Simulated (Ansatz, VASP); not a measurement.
This is a calculation of CoO for VASP 6.6.1.

INCAR

```
SYSTEM = CoO
ALGO = Normal
EDIFF = 1E-6
ENCUT = 1340
GGA = PE
GGA_COMPAT = .False.
ISIF = 2
ISMEAR = -1
ISPIN = 2
LASPH = .True.
LCHARG = .False.
LMAXMIX = 4
LORBIT = 11
LREAL = .False.
LWAVE = .False.
MAGMOM = 1.71 0
NBANDS = 22
NELM = 200
PREC = Accurate
SIGMA = 0.05
```

The input KPOINTS:

```
k-points
0
Gamma
  11 11 11
  0 0 0
```

The input POSCAR:

```
CoO
1.0
    0.0000000000      2.1315016600      2.1315016600
    2.1315016600      0.0000000000      2.1315016600
    2.1315016600      2.1315016600      0.0000000000
Co O
1 1
Direct
    0.0000000000      0.0000000000      0.0000000000
    0.5000000000      0.5000000000      0.5000000000
```

Potentials or basis: VASP PAW PBE potentials, release 64 (Co_sv, O_h).

The run is started by

```sh
$ cat potpaw_PBE.64/Co_sv/POTCAR potpaw_PBE.64/O_h/POTCAR > POTCAR
$ mpirun -np 1 vasp_std > vasp.out
```

Question: Set up the same calculation for Ansatz 0.2.0. Potentials there: Ansatz PAW.

Answer: As run (the cutoff follows the program's own potentials):

input.yaml

```yaml
crystal:
  lattice:
    - [0.0, 2.13150166, 2.13150166]
    - [2.13150166, 0.0, 2.13150166]
    - [2.13150166, 2.13150166, 0.0]
  atoms:
    - { symbol: Co, position: [0.0, 0.0, 0.0], spin: 1.71 }
    - { symbol: O, position: [0.5, 0.5, 0.5] }
hamiltonian:
  xc: pbe
  pseudopotentials: { kind: paw }
magnetization:
  spin_polarized: true
kpoints:
  mp_grid: { grid: [11, 11, 11] }
scf:
  occupations: { method: fermi_dirac, width: 0.05 }
output:
  forces: true
  stress: true
  eigenvalues: true
```

Potentials or basis: Ansatz PAW.

The run is started by

```bash
$ ansatz run input.yaml --threads 2 --pin off --max-ram 5632MiB --backend cpu --events-out ev --progress --plain --runs-dir out
```

Both were run:

|  | VASP | Ansatz | Ansatz less VASP |
| --- | --- | --- | --- |
| gap on the k mesh at the Fermi level (eV) | none | none | - |
| pressure (GPa) | -2.6 | -1.9 | +0.73 |
| net moment per atom (μB) | 1.46 | 1.46 | +0.003 |
| size of the moment on the site where the two differ most (μB) | 0.23 | 0.32 | +0.089 |

Site moments also hang on the region over which each program counts them. A gap of «none» marks a metal or a gap that the smearing closes. The functional is the same, so the differences come from potentials, cutoffs and numerics.
